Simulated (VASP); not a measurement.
# TiO2 (rutile type) (P4_2/mnm) in VASP: further runs

The runs below take TiO2 (rutile type) through single point, with PBE.

Everything below comes from runs of VASP 6.6.1. Logs are shortened: lines on timing, memory, paths and dates and some standing lists are left out, and cuts for length are marked.

## (1) The cell of the first run

Symmetry: P4_2/mnm, No. 136, tetragonal system. Conventional cell: a = 4.442 Å, b = 4.442 Å, c = 2.897 Å, α = 90.00°, β = 90.00°, γ = 90.00°. Within 2.5 Å of Ti (site symmetry mmm) lie 6 O at 1.90 to 1.91 Å. O (site symmetry m2m) has 3 Ti at 1.90 to 1.91 Å and 1 O at 2.49 Å within 2.5 Å.

## (2) Single point, PBE

INCAR reads:

```
SYSTEM = TiO2
PREC = Accurate ; ENCUT = 520
EDIFF = 1E-6 ; ISMEAR = -1
SIGMA = 0.08 ; LREAL = .False.
LASPH = .True. ; NELM = 100
ALGO = Normal ; ISIF = 2
LWAVE = .False. ; LCHARG = .False.
GGA = PE ; NBANDS = 33
```

KPOINTS reads:

```
regular mesh
0
Gamma
  7 7 11
  0 0 0
```

POSCAR reads:

```
TiO2
1.0
    4.4415765134      0.0000000000      0.0000000000
    0.0000000000      4.4415765134      0.0000000000
    0.0000000000      0.0000000000      2.8973097118
Ti O
2 4
Direct
    0.0000000000      0.0000000000      0.0000000000
    0.5000000000      0.5000000000      0.5000000000
    0.3020733598      0.3020733598      0.0000000000
    0.6979266402      0.6979266402      0.0000000000
    0.8020733598      0.1979266402      0.5000000000
    0.1979266402      0.8020733598      0.5000000000
```

Potentials or basis: VASP PAW PBE potentials, release 64 (Ti_sv, O).

Command:

```console
$ cat potpaw_PBE.64/Ti_sv/POTCAR potpaw_PBE.64/O/POTCAR > POTCAR
$ mpirun -np 1 vasp_std > vasp.out
```

OUTCAR:

```text
SYSTEM = TiO2
   PREC = Accurate
   ENCUT = 520
   EDIFF = 1E-6
   ISMEAR = -1
   LREAL = .False.
   LASPH = .True.
   NELM = 100
   ISIF = 2
   GGA = PE

 ion  position               nearest neighbor table
   1  0.000  0.000  0.000-   3 1.90   4 1.90   5 1.91   6 1.91   5 1.91   6 1.91
   2  0.500  0.500  0.500-   5 1.90   6 1.90   3 1.91   4 1.91   3 1.91   4 1.91
   3  0.302  0.302  0.000-   1 1.90   2 1.91   2 1.91
   4  0.698  0.698  0.000-   1 1.90   2 1.91   2 1.91
   5  0.802  0.198  0.500-   2 1.90   1 1.91   1 1.91
   6  0.198  0.802  0.500-   2 1.90   1 1.91   1 1.91

  LATTYP: Found a simple tetragonal cell.
 ALAT       =     4.4415765134
 C/A-ratio  =     0.6523156143

  Lattice vectors:

 A1 = (   4.4415765134,   0.0000000000,   0.0000000000)
 A2 = (   0.0000000000,   4.4415765134,   0.0000000000)
 A3 = (   0.0000000000,   0.0000000000,   2.8973097118)

Analysis of symmetry for initial positions (statically):
=====================================================================
 Subroutine PRICEL returns:
 Original cell was already a primitive cell.

 Routine SETGRP: Setting up the symmetry group for a
 simple tetragonal supercell.

 Subroutine GETGRP returns: Found 16 space group operations
 (whereof  8 operations were pure point group operations)
 out of a pool of 16 trial point group operations.

The static configuration has the point symmetry D_2h.
 The point group associated with its full space group is D_4h.

Analysis of symmetry for dynamics (positions and initial velocities):
=====================================================================
 Subroutine PRICEL returns:
 Original cell was already a primitive cell.

 Routine SETGRP: Setting up the symmetry group for a
 simple tetragonal supercell.

 Subroutine GETGRP returns: Found 16 space group operations
 (whereof  8 operations were pure point group operations)
 out of a pool of 16 trial point group operations.

The dynamic configuration has the point symmetry D_2h.
 The point group associated with its full space group is D_4h.

 Subroutine INISYM returns: Found 16 space group operations
 (whereof  8 operations are pure point group operations),
 and found     1 'primitive' translations

----------------------------------------------------------------------------------------

                                     Primitive cell

  volume of cell :      57.1570

  direct lattice vectors                    reciprocal lattice vectors
     4.441576513  0.000000000  0.000000000     0.225145283  0.000000000  0.000000000
     0.000000000  4.441576513  0.000000000     0.000000000  0.225145283  0.000000000
     0.000000000  0.000000000  2.897309712     0.000000000  0.000000000  0.345147775

  length of vectors
     4.441576513  4.441576513  2.897309712     0.225145283  0.225145283  0.345147775

  position of ions in fractional coordinates (direct lattice)
     0.000000000  0.000000000  0.000000000
     0.500000000  0.500000000  0.500000000
     0.302073360  0.302073360  0.000000000
     0.697926640  0.697926640  0.000000000
     0.802073360  0.197926640  0.500000000
     0.197926640  0.802073360  0.500000000

  ion indices of the primitive-cell ions
   primitive index   ion index
                 1           1
                 2           2
                 3           3
                 4           4
                 5           5
                 6           6

----------------------------------------------------------------------------------------

 KPOINTS: regular mesh

Automatic generation of k-mesh.
 Grid dimensions read from file:
 generate k-points for:    7    7   11

 Generating k-lattice:

  Cartesian coordinates                     Fractional coordinates (reciprocal lattice)
     0.032163612  0.000000000  0.000000000     0.142857143  0.000000000  0.000000000
     0.000000000  0.032163612  0.000000000     0.000000000  0.142857143  0.000000000
     0.000000000  0.000000000  0.031377070     0.000000000  0.000000000  0.090909091

  Length of vectors
     0.032163612  0.032163612  0.031377070

  Shift w.r.t. Gamma in fractional coordinates (k-lattice)
     0.000000000  0.000000000  0.000000000

 Subroutine IBZKPT returns following result:
 ===========================================

 Found     60 irreducible k-points:

 Following reciprocal coordinates:
            Coordinates               Weight
  0.000000  0.000000  0.000000      1.000000
  0.142857  0.000000  0.000000      4.000000
  0.285714  0.000000  0.000000      4.000000
  0.428571  0.000000  0.000000      4.000000
  0.142857  0.142857  0.000000      4.000000
  0.285714  0.142857  0.000000      8.000000
[... 16 lines left out ...]
  0.285714  0.000000  0.181818      8.000000
  0.428571  0.000000  0.181818      8.000000
 [... further k-points ...]
   k-points           NKPTS =     60   k-points in BZ     NKDIM =     60   number of bands    NBANDS=     33
   number of dos      NEDOS =    301   number of ions     NIONS =      6
   total plane-waves  NPLWV =  31104
   dimension x,y,z NGX =    36 NGY =   36 NGZ =   24
   dimension x,y,z NGXF=    72 NGYF=   72 NGZF=   48
   ions per type =               2   4
   NGX,Y,Z   is equivalent  to a cutoff of  13.47, 13.47, 13.77 a.u.
   NGXF,Y,Z  is equivalent  to a cutoff of  26.95, 26.95, 27.54 a.u.
 SYSTEM =  TiO2
   PREC   = accura    normal or accurate (medium, high low for compatibility)
   ISTART =      0    job   : 0-new  1-cont  2-samecut
   ICHARG =      2    charge: 1-file 2-atom 10-const
   ISPIN  =      1    spin polarized calculation?
   LNONCOLLINEAR =      F non collinear calculations
   LSORBIT =      F    spin-orbit coupling
   LASPH  =      T    aspherical Exc in radial PAW
   ENCUT  =  520.0 eV  38.22 Ry    6.18 a.u.   8.26  8.26  5.39*2*pi/ulx,y,z
   NELM   =    100;   NELMIN=  2; NELMDL= -5     # of ELM steps
   EDIFF  = 0.1E-05   stopping-criterion for ELM
   LREAL  =      F    real-space projection
   EDIFFG = 0.1E-04   stopping-criterion for IOM
   NSW    =      0    number of steps for IOM
   IBRION =     -1    ionic relax: 0-MD 1-quasi-New 2-CG
   NFREE  =      0    steps in history (QN), initial steepest desc. (CG)
   ISIF   =      2    stress and relaxation
   ISYM   =      2    0-nonsym 1-usesym 2-fastsym
   POTIM  = 0.5000    time-step for ionic-motion
   TEBEG  =    0.0;   TEEND  =   0.0 temperature during run
   PSTRESS=    0.0 pullay stress
   NELECT =      48.0000    total number of electrons
   NUPDOWN=      -1.0000    fix difference up-down
   EMIN   =  10.00;   EMAX   =-10.00  energy-range for DOS
   EFERMI =   0.00;   METHOD = LEGACY
   ISMEAR =    -1;   SIGMA  =   0.08  broadening in eV -4-tet -1-fermi 0-gaus
   EFERMI_NEDOS =   21; number of points for ismear=-14 and -15
   IALGO  =     38    algorithm
   IMIX   =      4    mixing-type and parameters
     AMIX     =   0.40;   BMIX     =  1.00
     AMIX_MAG =   1.60;   BMIX_MAG =  1.00
  volume/ion in A,a.u.               =       9.53        64.29
  Fermi-wavevector in a.u.,A,eV,Ry     =   1.544539  2.918755 32.458062  2.385600
  Thomas-Fermi vector in A             =   2.650045
   LORBIT       =      0    0 simple, 1 ext, 2 COOP (PROOUT), +10 PAW based schemes
   GGA     = PE    functional components
   LHFCALC =     F    Hartree Fock is set to
   AEXX    =    0.0000 exact exchange contribution
   IVDW    =     0    specifies the selected vdW correction
   LEPSILON=     F    determine dielectric tensor
   LRPA    =     F    only Hartree local field effects (RPA)
 non-spin polarized calculation
  energy-cutoff  :      520.00
  volume of cell :       57.16
 maximum number of plane-waves:      1559
 NGX is ok and might be reduce to    36
   NGX = 17   NGY = 17   NGZ = 11

 number of electron      47.9999995 magnetization

 Free energy of the ion-electron system (eV)
  ---------------------------------------------------
  ext. energy  EPLUGINS =         0.00000000
  ---------------------------------------------------
  free energy    TOTEN  =       -53.07066764 eV

  energy without entropy =      -53.07066723  energy(sigma->0) =      -53.07066743

 E-fermi :   6.8193     XC(G=0): -11.9006

 val. band max:        5.8854770917   @ k =   0.0000   0.0000   0.0000
 cond. band min:       7.8454311823   @ k =   0.0000   0.0000   0.0000
 fundamental gap:      1.9599540906
 Fermi energy:         6.8193225367

 k-point     1 :       0.0000    0.0000    0.0000
  band No.  band energies     occupation
      1     -50.8333      2.00000
      2     -50.8049      2.00000
      3     -27.2440      2.00000
      4     -27.2440      2.00000
      5     -27.0061      2.00000
      6     -27.0061      2.00000
[... 25 lines left out ...]
     32      13.0718      0.00000
     33      13.0718      0.00000

 k-point     2 :       0.1429    0.0000    0.0000
  band No.  band energies     occupation
      1     -50.8318      2.00000
      2     -50.8063      2.00000
      3     -27.2338      2.00000
      4     -27.2326      2.00000
      5     -27.0191      2.00000
      6     -27.0178      2.00000
[... 25 lines left out ...]
     32      12.9787      0.00000
     33      12.9999      0.00000

 k-point     3 :       0.2857    0.0000    0.0000
  band No.  band energies     occupation
      1     -50.8279      2.00000
      2     -50.8102      2.00000
      3     -27.2046      2.00000
      4     -27.2006      2.00000
      5     -27.0547      2.00000
      6     -27.0505      2.00000
[... 25 lines left out ...]
     32      12.7658      0.00000
     33      12.8188      0.00000

 k-point     4 :       0.4286    0.0000    0.0000
  band No.  band energies     occupation
      1     -50.8221      2.00000
      2     -50.8158      2.00000
      3     -27.1617      2.00000
      4     -27.1560      2.00000
      5     -27.1021      2.00000
      6     -27.0963      2.00000
[... 673 lines left out ...]
     32      12.4843      0.00000
     33      12.6033      0.00000

 k-point    23 :       0.2857    0.0000    0.1818
  band No.  band energies     occupation
      1     -50.8108      2.00000
      2     -50.7959      2.00000
      3     -27.1870      2.00000
      4     -27.1664      2.00000
      5     -27.1047      2.00000
      6     -27.0930      2.00000
[... 25 lines left out ...]
     32      12.1337      0.00000
     33      12.5149      0.00000

 k-point    24 :       0.4286    0.0000    0.1818
  band No.  band energies     occupation
      1     -50.8060      2.00000
      2     -50.8007      2.00000
      3     -27.1694      2.00000
      4     -27.1508      2.00000
      5     -27.1129      2.00000
      6     -27.0880      2.00000
[... 25 lines left out ...]
     32      11.8889      0.00000
     33      12.8207      0.00000

 [... further k-points ...]
[... 5 lines left out ...]
  --------------------------------------------------------------------------------------
  -------------------------------------------------------------------------------------
  Total       10.9708137     10.9708137     11.0415109     -0.0000000      0.0000000      0.0000000
  in kB      307.5248425    307.5248425    309.5065670     -0.0000000      0.0000000      0.0000000
  external PRESSURE =     308.1854174 kB  Pullay stress =       0.0000000 kB

 VOLUME and BASIS-vectors are now :
 -----------------------------------------------------------------------------
  energy-cutoff  :      520.00
  volume of cell :       57.16
      direct lattice vectors                 reciprocal lattice vectors
     4.441576513  0.000000000  0.000000000     0.225145283  0.000000000  0.000000000
     0.000000000  4.441576513  0.000000000     0.000000000  0.225145283  0.000000000
     0.000000000  0.000000000  2.897309712     0.000000000  0.000000000  0.345147775

 POSITION                                       TOTAL-FORCE (eV/Angst)
 -----------------------------------------------------------------------------------
      0.00000      0.00000      0.00000         0.000000      0.000000     -0.000000
      2.22079      2.22079      1.44865         0.000000      0.000000     -0.000000
      1.34168      1.34168      0.00000        -0.013392     -0.013392      0.000000
      3.09989      3.09989      0.00000         0.013392      0.013392     -0.000000
      3.56247      0.87911      1.44865        -0.013392      0.013392     -0.000000
      0.87911      3.56247      1.44865         0.013392     -0.013392      0.000000
 -----------------------------------------------------------------------------------
    total drift:                               -0.000000      0.000000      0.000000

  FREE ENERGIE OF THE ION-ELECTRON SYSTEM (eV)
  ---------------------------------------------------
  free  energy   TOTEN  =       -53.0706676390 eV

  energy  without entropy=      -53.0706672274  energy(sigma->0) =      -53.07066743
```

Wall time 2.3 min (1 thread of AMD EPYC 7R43 (Zen 3), shared host); peak memory 0.18 GiB.

What came out:

| Property | Result |
| --- | --- |
| Free energy | -53.0707 eV |
| Pressure | 30.8 GPa |
| Largest force | 0.019 eV/Å |
| Band gap on the k mesh | 1.96 eV, direct |

Forces on the atoms (eV/Å):
```
Ti   0.000  0.000  0.000
Ti   0.000  0.000  0.000
O   -0.013 -0.013  0.000
O    0.013  0.013  0.000
O   -0.013  0.013  0.000
O    0.013 -0.013  0.000
```

[end of part 1 of 2]
